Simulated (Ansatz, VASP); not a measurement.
# CsPbCl3 in VASP and in Ansatz

```
Cs Pb Cl
1.0
     4.12220    2.20791    3.24380
    -4.12220    2.20791    3.24380
     0.00000   -4.41582    3.24380
Cs Pb Cl
1 1 3
Direct
  0.50000 0.50000 0.50000
  0.00000 0.00000 0.00000
  0.50000 0.00017 0.99983
  0.00017 0.99983 0.50000
  0.99983 0.50000 0.00017
```

Change from the starting cell: strain +0.0375 x Voigt [1, -1, 0, 0, 0, 0], atoms carried along.

Alike in both runs: task single point; functional PBEsol; k mesh 6 × 6 × 6; occupations gaussian, width 0.05 eV; no spin polarisation.

|  | VASP | Ansatz |
| --- | --- | --- |
| version | VASP 6.6.1 | Ansatz 0.2.0 |
| potentials or method | VASP PAW PBE potentials, release 64 (Cs_sv, Pb_d, Cl), cutoff 520 eV | scalar-relativistic, plane waves, PAW |
| valence electrons in the cell | 44 | 44 |

|  | VASP | Ansatz | Ansatz less VASP |
| --- | --- | --- | --- |
| gap on the k mesh at the Fermi level (eV) | 1.61 | 1.61 | -0.005 |
| least direct gap on the mesh (eV) | 1.61 | 1.61 | -0.005 |
| pressure (GPa) | 0.1 | 0.1 | +0.04 |
| traceless stress, the component that is largest in VASP (GPa) | -0.95 | -0.95 | +0.001 |

VASP's potentials were made for PBE, not for PBEsol. The functional is the same, so the differences come from potentials, cutoffs and numerics.

Neither program's run includes spin-orbit coupling.
